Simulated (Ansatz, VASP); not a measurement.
One calculation of MgB2, two programs

```
Mg B
1.0
     3.08500    0.01543    0.01543
    -1.52914    2.66398    0.00565
     0.01761    0.01761    3.52300
Mg B
1 2
Direct
  0.00000 0.00000 0.00000
  0.33333 0.66667 0.50000
  0.66667 0.33333 0.50000
```

Change from the starting cell: equal xy, yz and zx shear strains of +1 %.

Alike in both runs: task single point; functional LDA; k mesh 12 × 12 × 9; occupations fermi-dirac, width 0.05 eV; no spin polarisation.

|  | VASP | Ansatz |
| --- | --- | --- |
| version | VASP 6.6.1 | Ansatz 0.2.0 |
| potentials or method | VASP PAW LDA potentials, release 64 (Mg, B), cutoff 520 eV | all-electron LAPW, scalar-relativistic |

|  | VASP | Ansatz | Ansatz less VASP |
| --- | --- | --- | --- |
| pressure (GPa) | -8.2 | -7.6 | +0.59 |
| traceless stress, the component that is largest in VASP (GPa) | -1.94 | -1.94 | +0.002 |
| rms of the force components (eV/Å) | 0.007 | 0.007 | -0.0001 |

LDA's correlation is that of Perdew and Zunger in VASP and of Perdew and Wang (1992) in Ansatz. Atom by atom the forces differ by 0.000 eV/Å (rms over components). Ansatz ran all-electron here, and VASP with PAW potentials.
